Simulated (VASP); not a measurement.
The system is Yb.

```
Yb
1.0
     3.87990    0.00000    0.00000
    -1.93995    3.36009    0.00000
     0.00000    0.00000    6.38590
Yb
2
Cartesian
  0.0000 2.2401 1.5965
  1.9400 1.1200 4.7894
```

Base run:

| Property | Result |
| --- | --- |
| Program | VASP 6.6.1 |
| Functional | PBE |
| Potentials or basis | VASP PAW PBE potentials, release 64 (Yb) |
| Cutoff | 600 eV |
| k mesh | 7 × 7 × 4 |
| Occupations | fermi-dirac, width 0.1 eV |
| Spin | no spin polarisation |

Its results: band gap on the k mesh zero (band 24 reaches 1.17 eV, above the bottom of band 25 at 1.09 eV); pressure -2.5 GPa.

**Question.** The run is repeated on the same cell with these changes: functional from PBE to revPBE. What comes out?

**Answer.** Band gap on the k mesh zero (band 24 reaches 1.26 eV, above the bottom of band 25 at 1.17 eV); pressure -0.9 GPa.

revPBE binds less tightly than PBE, so the same cell stands under more pressure.

Caveats: spin-orbit coupling is left out, which moves the levels of the heavy elements; the PAW data sets were made with another functional, which shifts forces and pressure a little (some runs).
